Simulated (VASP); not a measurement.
# Zn3Se2S (I-4m2) in VASP: single point with PBE

Aim: the single point of Zn3Se2S with PBE.

Everything below comes from runs of VASP 6.6.1. Logs are shortened: lines on timing, memory, paths and dates and some standing lists are left out, and cuts for length are marked.

## Step 1: The cell of the first run

It takes space group I-4m2 (No. 119, tetragonal). Conventional cell: a = 3.986 Å, b = 3.986 Å, c = 16.904 Å, α = 90.00°, β = 90.00°, γ = 90.00°. Within 3.2 Å of Zn (site symmetry 2mm) lie 2 S at 2.38 Å and 2 Se at 2.47 Å. Within 3.3 Å of Zn (site symmetry -4m2) lie 4 Se at 2.47 Å. Se (site symmetry 2mm) has 4 Zn at 2.47 Å within 3.3 Å. Within 3.2 Å of S (site symmetry -4m2) lie 4 Zn at 2.38 Å.

## Step 2: Single point, PBE

The input, INCAR:

```
SYSTEM = Zn3Se2S
ALGO     = Normal         ! electronic algorithm
EDIFF    = 1E-7           ! SCF threshold, eV
ENCUT    = 520            ! plane-wave cutoff, eV
GGA      = PE             ! functional
ISIF     = 2              ! what is computed and relaxed
ISMEAR   = 0              ! smearing method
LASPH    = .True.         ! aspherical terms in the spheres
LCHARG   = .False.        ! write CHGCAR
LREAL    = .False.        ! projectors in reciprocal space
LWAVE    = .False.        ! write WAVECAR
NBANDS   = 36             ! bands
NELM     = 80             ! most SCF steps
PREC     = Accurate       ! precision mode
SIGMA    = 0.02           ! smearing width, eV
```

The input, KPOINTS:

```
k-points
0
Gamma
  10 10 10
  0 0 0
```

The input, POSCAR:

```
Zn3Se2S
1.0
   -1.9928331000      1.9928331000      8.4518954000
    1.9928331000     -1.9928331000      8.4518954000
    1.9928331000      1.9928331000     -8.4518954000
Zn Se S
3 2 1
Direct
    0.8275020000      0.8275020000      0.0000000000
    0.5000000000      0.5000000000      0.0000000000
    0.1724980000      0.1724980000      0.0000000000
    0.5862100000      0.0862100000      0.5000000000
    0.9137900000      0.4137900000      0.5000000000
    0.2500000000      0.7500000000      0.5000000000
```

Potentials or basis: VASP PAW PBE potentials, release 64 (Zn, Se, S).

Launch:

```sh
cat potpaw_PBE.64/Zn/POTCAR potpaw_PBE.64/Se/POTCAR potpaw_PBE.64/S/POTCAR > POTCAR
mpirun -np 1 vasp_std > vasp.out
```

OUTCAR:

```text
SYSTEM = Zn3Se2S
   EDIFF = 1E-7
   ENCUT = 520
   GGA = PE
   ISIF = 2
   ISMEAR = 0
   LASPH = .True.
   LREAL = .False.
   NELM = 80
   PREC = Accurate

 ion  position               nearest neighbor table
   1  0.828  0.828  0.000-   6 2.38   6 2.38   5 2.47   5 2.47
   2  0.500  0.500  0.000-   4 2.47   5 2.47   4 2.47   5 2.47
   3  0.172  0.172  0.000-   6 2.38   6 2.38   4 2.47   4 2.47
   4  0.586  0.086  0.500-   2 2.47   2 2.47   3 2.47   3 2.47
   5  0.914  0.414  0.500-   2 2.47   2 2.47   1 2.47   1 2.47
   6  0.250  0.750  0.500-   1 2.38   3 2.38   1 2.38   3 2.38

  LATTYP: Found a body centered tetragonal cell.
 ALAT       =     3.9856662000
 C/A-ratio  =     4.2411456333

  Lattice vectors:

 A1 = (  -1.9928331000,   1.9928331000,   8.4518954000)
 A2 = (   1.9928331000,  -1.9928331000,   8.4518954000)
 A3 = (   1.9928331000,   1.9928331000,  -8.4518954000)

Analysis of symmetry for initial positions (statically):
=====================================================================
 Subroutine PRICEL returns:
 Original cell was already a primitive cell.

 Routine SETGRP: Setting up the symmetry group for a
 body centered tetragonal supercell.

 Subroutine GETGRP returns: Found  8 space group operations
 (whereof  8 operations were pure point group operations)
 out of a pool of 16 trial point group operations.

The static configuration has the point symmetry D_2d.

Analysis of symmetry for dynamics (positions and initial velocities):
=====================================================================
 Subroutine PRICEL returns:
 Original cell was already a primitive cell.

 Routine SETGRP: Setting up the symmetry group for a
 body centered tetragonal supercell.

 Subroutine GETGRP returns: Found  8 space group operations
 (whereof  8 operations were pure point group operations)
 out of a pool of 16 trial point group operations.

The dynamic configuration has the point symmetry D_2d.

 Subroutine INISYM returns: Found  8 space group operations
 (whereof  8 operations are pure point group operations),
 and found     1 'primitive' translations

----------------------------------------------------------------------------------------

                                     Primitive cell

[... 98 lines left out ...]
   EDIFF  = 0.1E-06   stopping-criterion for ELM
   LREAL  =      F    real-space projection
   EDIFFG = 0.1E-05   stopping-criterion for IOM
   NSW    =      0    number of steps for IOM
   IBRION =     -1    ionic relax: 0-MD 1-quasi-New 2-CG
   NFREE  =      0    steps in history (QN), initial steepest desc. (CG)
   ISIF   =      2    stress and relaxation
   ISYM   =      2    0-nonsym 1-usesym 2-fastsym
   POTIM  = 0.5000    time-step for ionic-motion
   TEBEG  =    0.0;   TEEND  =   0.0 temperature during run
   PSTRESS=    0.0 pullay stress
   NELECT =      54.0000    total number of electrons
   NUPDOWN=      -1.0000    fix difference up-down
   EMIN   =  10.00;   EMAX   =-10.00  energy-range for DOS
   EFERMI =   0.00;   METHOD = LEGACY
   ISMEAR =     0;   SIGMA  =   0.02  broadening in eV -4-tet -1-fermi 0-gaus
   EFERMI_NEDOS =   21; number of points for ismear=-14 and -15
   IALGO  =     38    algorithm
   IMIX   =      4    mixing-type and parameters
     AMIX     =   0.40;   BMIX     =  1.00
     AMIX_MAG =   1.60;   BMIX_MAG =  1.00
  volume/ion in A,a.u.               =      22.38       151.01
  Fermi-wavevector in a.u.,A,eV,Ry     =   1.208428  2.283598 19.868562  1.460298
  Thomas-Fermi vector in A             =   2.344036
   LORBIT       =      0    0 simple, 1 ext, 2 COOP (PROOUT), +10 PAW based schemes
   GGA     = PE    functional components
   LHFCALC =     F    Hartree Fock is set to
   AEXX    =    0.0000 exact exchange contribution
   IVDW    =     0    specifies the selected vdW correction
   LEPSILON=     F    determine dielectric tensor
   LRPA    =     F    only Hartree local field effects (RPA)
 non-spin polarized calculation
 Gauss-broadening in eV      SIGMA  =   0.02
  energy-cutoff  :      520.00
  volume of cell :      134.26
 maximum number of plane-waves:      3679
 NGX is ok and might be reduce to    70
   NGX = 33   NGY = 33   NGZ = 33

 number of electron      54.0000000 magnetization

 Free energy of the ion-electron system (eV)
  ---------------------------------------------------
  ext. energy  EPLUGINS =         0.00000000
  ---------------------------------------------------
  free energy    TOTEN  =       -18.86818529 eV

  energy without entropy =      -18.86818529  energy(sigma->0) =      -18.86818529

 E-fermi :   1.6629     XC(G=0):  -9.2870

 val. band max:        1.5525677277   @ k =   0.0000   0.0000   0.0000
 cond. band min:       2.9151644777   @ k =   0.0000   0.0000   0.0000
 fundamental gap:      1.3625967500
 Fermi energy:         1.6628736328

 k-point     1 :       0.0000    0.0000    0.0000
  band No.  band energies     occupation
      1     -11.5171      2.00000
      2     -10.7791      2.00000
      3     -10.7529      2.00000
      4      -4.9063      2.00000
      5      -4.8791      2.00000
      6      -4.8790      2.00000
[... 925 lines left out ...]
     35       8.9286      0.00000
     36       9.5884      0.00000

 [... further k-points ...]

------------------------ aborting loop because EDIFF is reached ----------------------------------------

  FORCE on cell =-STRESS in cart. coord.  units (eV):
  Direction    XX          YY          ZZ          XY          YZ          ZX
  --------------------------------------------------------------------------------------
  -------------------------------------------------------------------------------------
  Total        0.1605497      0.1605497      0.1611695      0.0000000      0.0000000      0.0000000
  in kB        1.9158620      1.9158620      1.9232580      0.0000000      0.0000000      0.0000000
  external PRESSURE =       1.9183274 kB  Pullay stress =       0.0000000 kB

 VOLUME and BASIS-vectors are now :
 -----------------------------------------------------------------------------
  energy-cutoff  :      520.00
  volume of cell :      134.26
      direct lattice vectors                 reciprocal lattice vectors
    -1.992833100  1.992833100  8.451895400     0.000000000  0.250899084  0.059158328
     1.992833100 -1.992833100  8.451895400     0.250899084  0.000000000  0.059158328
     1.992833100  1.992833100 -8.451895400     0.250899084  0.250899084  0.000000000

 POSITION                                       TOTAL-FORCE (eV/Angst)
 -----------------------------------------------------------------------------------
      0.00000      0.00000     13.98792         0.000000     -0.000000     -0.004912
      0.00000      0.00000      8.45190        -0.000000      0.000000      0.000000
      0.00000      0.00000      2.91587         0.000000     -0.000000      0.004912
      0.00000      1.99283      1.45728        -0.000000      0.000000      0.001570
      0.00000      1.99283      6.99462        -0.000000      0.000000     -0.001570
      1.99283      0.00000      4.22595        -0.000000      0.000000      0.000000
 -----------------------------------------------------------------------------------
    total drift:                                0.000001     -0.000001      0.000000

  FREE ENERGIE OF THE ION-ELECTRON SYSTEM (eV)
  ---------------------------------------------------
  free  energy   TOTEN  =       -18.8681852945 eV

  energy  without entropy=      -18.8681852945  energy(sigma->0) =      -18.86818529
```

OSZICAR:

```text
N       E                     dE             d eps       ncg     rms          rms(c)
DAV:   1     0.396521918577E+03    0.39652E+03   -0.24859E+04  7344   0.173E+03
DAV:   2     0.259256886696E+02   -0.37060E+03   -0.35658E+03  7400   0.382E+02
DAV:   3    -0.183935884715E+02   -0.44319E+02   -0.43837E+02  8384   0.129E+02
DAV:   4    -0.198653635227E+02   -0.14718E+01   -0.14672E+01  8668   0.233E+01
DAV:   5    -0.198816625976E+02   -0.16299E-01   -0.16293E-01  8796   0.242E+00    0.908E+00
DAV:   6    -0.188766452148E+02    0.10050E+01   -0.22062E+00 10600   0.340E+01    0.698E+00
DAV:   7    -0.188747833515E+02    0.18619E-02   -0.16379E+00  8148   0.612E+00    0.286E+00
DAV:   8    -0.188670002996E+02    0.77831E-02   -0.57744E-02  9308   0.250E+00    0.918E-01
DAV:   9    -0.188678762363E+02   -0.87594E-03   -0.17721E-02  9536   0.155E+00    0.307E-01
DAV:  10    -0.188678763264E+02   -0.90171E-07   -0.12235E-03  8752   0.378E-01    0.184E-01
DAV:  11    -0.188681317088E+02   -0.25538E-03   -0.66708E-04  9824   0.187E-01    0.442E-02
DAV:  12    -0.188681685228E+02   -0.36814E-04   -0.12453E-04  8516   0.176E-01    0.298E-02
DAV:  13    -0.188681799424E+02   -0.11420E-04   -0.37185E-05  8884   0.783E-02    0.143E-02
DAV:  14    -0.188681847119E+02   -0.47695E-05   -0.12983E-05  8156   0.443E-02    0.560E-03
DAV:  15    -0.188681850196E+02   -0.30767E-06   -0.11928E-06  9436   0.108E-02    0.258E-03
DAV:  16    -0.188681852524E+02   -0.23280E-06   -0.91952E-07  7828   0.828E-03    0.117E-03
DAV:  17    -0.188681852945E+02   -0.42135E-07   -0.68574E-08  5844   0.267E-03
   1 F= -.18868185E+02 E0= -.18868185E+02  d E =-.138914E-17
```

stdout:

```text
POSCAR found type information on POSCAR ZnSeS
 POSCAR found :  3 types and       6 ions
 scaLAPACK will be used
 LDA part: xc-table for (Slater+PW92), standard interpolation
 POSCAR, INCAR and KPOINTS ok, starting setup
 FFT: planning ... GRIDC
 FFT: planning ... GRID_SOFT
 FFT: planning ... GRID
 WAVECAR not read
 entering main loop
```

Run time: 43 min. Hardware: 1 thread of Intel Xeon Platinum 8259CL at 2.50GHz (Skylake/Cascade Lake), shared host; peak memory 0.97 GiB.

What came out:

| Item | Value |
| --- | --- |
| Free energy | -18.8682 eV |
| Pressure | 0.2 GPa |
| Largest force | 0.005 eV/Å |
| Band gap on the k mesh | 1.36 eV |

Forces in eV/Å, atoms in the order of the input:
```
Zn   0.000  0.000 -0.005
Zn   0.000  0.000  0.000
Zn   0.000  0.000  0.005
Se   0.000  0.000  0.002
Se   0.000  0.000 -0.002
S    0.000  0.000  0.000
```

A k mesh can miss the band edges.
